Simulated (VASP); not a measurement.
Here is a VASP 6.6.1 calculation.

File INCAR:

```
SYSTEM = Al2O3
ALGO     = Normal         ! electronic algorithm
EDIFF    = 1E-7           ! SCF threshold, eV
ENCUT    = 520            ! plane-wave cutoff, eV
GGA      = CA             ! functional
ISIF     = 2              ! what is computed and relaxed
ISMEAR   = 0              ! smearing method
LASPH    = .True.         ! aspherical terms in the spheres
LCHARG   = .False.        ! write CHGCAR
LREAL    = .False.        ! projectors in reciprocal space
LWAVE    = .False.        ! write WAVECAR
NBANDS   = 20             ! bands
NELM     = 60             ! most SCF steps
PREC     = Accurate       ! precision mode
SIGMA    = 0.01           ! smearing width, eV
```

The input KPOINTS:

```
k-points
0
Gamma
  12 12 2
  0 0 0
```

Contents of POSCAR:

```
Al2O3
1.0
    2.8843249500      0.0000000000      0.0000000000
   -1.4421624700      2.4978986800      0.0000000000
    0.0000000000      0.0000000000      9.3367544600
Al O
2 3
Direct
    0.0000000000      0.0000000000      0.1499923300
    0.0000000000      0.0000000000      0.8500076700
    0.3333333333      0.6666666667      0.2223169200
    0.6666666667      0.3333333333      0.0000000000
    0.3333333333      0.6666666667      0.7776830800
```

Potentials or basis: VASP PAW LDA potentials, release 64 (Al, O).

The run is started by

```sh
$ cat potpaw_LDA.64/Al/POTCAR potpaw_LDA.64/O/POTCAR > POTCAR
$ mpirun -np 1 vasp_std > vasp.out
```

(1) Predict the band gap on the k mesh.

(2) What does it give for the largest force?

## Answers

(1) 4.74 eV (least direct gap 4.99 eV).

(2) 0.498 eV/Å.

Caveat: the cell stands under tension.
